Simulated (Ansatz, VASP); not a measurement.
Two plane-wave programs on ZnCdF4

Contents of INCAR:

```
  PREC = Accurate
  ENCUT = 600
  EDIFF = 1E-7
  ISMEAR = 0
  SIGMA = 0.1
  LREAL = F
  LASPH = T
  NELM = 100
  ALGO = Normal
  ISIF = 3
  LWAVE = F
  LCHARG = F
  GGA = PE
  IBRION = 2
  NSW = 100
  EDIFFG = -0.01
```

Contents of KPOINTS:

```
Automatic mesh
0
Gamma
  10 10 6
```

POSCAR

```
ZnCdF4
1.0
    3.6855032737      0.0000000000      0.0000000000
    0.0000000000      3.6855032737      0.0000000000
    0.0000000000      0.0000000000      6.8389183805
Zn Cd F
1 1 4
Direct
    0.0000000000      0.0000000000      0.0000000000
    0.5000000000      0.5000000000      0.5000000000
    0.0000000000      0.0000000000      0.6747595523
    0.5000000000      0.0000000000      0.0000000000
    0.0000000000      0.5000000000      0.0000000000
    0.0000000000      0.0000000000      0.3252404477
```

Input for Ansatz:

```yaml
crystal:
  lattice:
    - [3.6855032737, 0.0, 0.0]
    - [0.0, 3.6855032737, 0.0]
    - [0.0, 0.0, 6.8389183805]
  atoms:
    - { symbol: Zn, position: [0.0, 0.0, 0.0] }
    - { symbol: Cd, position: [0.5, 0.5, 0.5] }
    - { symbol: F, position: [0.0, 0.0, 0.6747595523] }
    - { symbol: F, position: [0.5, 0.0, 0.0] }
    - { symbol: F, position: [0.0, 0.5, 0.0] }
    - { symbol: F, position: [0.0, 0.0, 0.3252404477] }
basis:
  ecutwfc: 420
kpoints:
  mp_grid: { grid: [10, 10, 6] }
hamiltonian:
  xc: pbe
scf:
  occupations: { method: gaussian, width: 0.1 }
output:
  forces: true
  stress: true
  eigenvalues: true
  write_density: true
  write_potential: true
  elf: true
  volumetric_format: npy
relax:
  adjacent_minimum: "off"
  f_tol: 0.01
  max_steps: 80
  cell: { stress_tol: 0.05 }
```

Alike in both runs: task relaxation of cell and atoms; functional PBE; k mesh 10 × 10 × 6; occupations gaussian, width 0.1 eV; no spin polarisation.

|  | VASP | Ansatz |
| --- | --- | --- |
| version | VASP 6.6.1 | Ansatz 0.2.0 |
| potentials or method | VASP PAW PBE potentials, release 64 (Zn, Cd, F), cutoff 600 eV | scalar-relativistic, plane waves, PAW |
| valence electrons in the cell | 52 | 60 |

|  | VASP | Ansatz | Ansatz less VASP |
| --- | --- | --- | --- |
| gap on the k mesh at the Fermi level, each at its own relaxed structure (eV) | none | none | - |
| relaxed volume (Å³/atom) | 15.51 | 15.49 | -0.026 |
| relaxed cell length with the largest relative difference (Å) | 6.816 | 6.848 | +0.0323 |

A gap of «none» marks a metal or a gap that the smearing closes. VASP's potentials hold 52 valence electrons a cell and Ansatz's 60, so a difference there can come from the potentials and not from the codes.
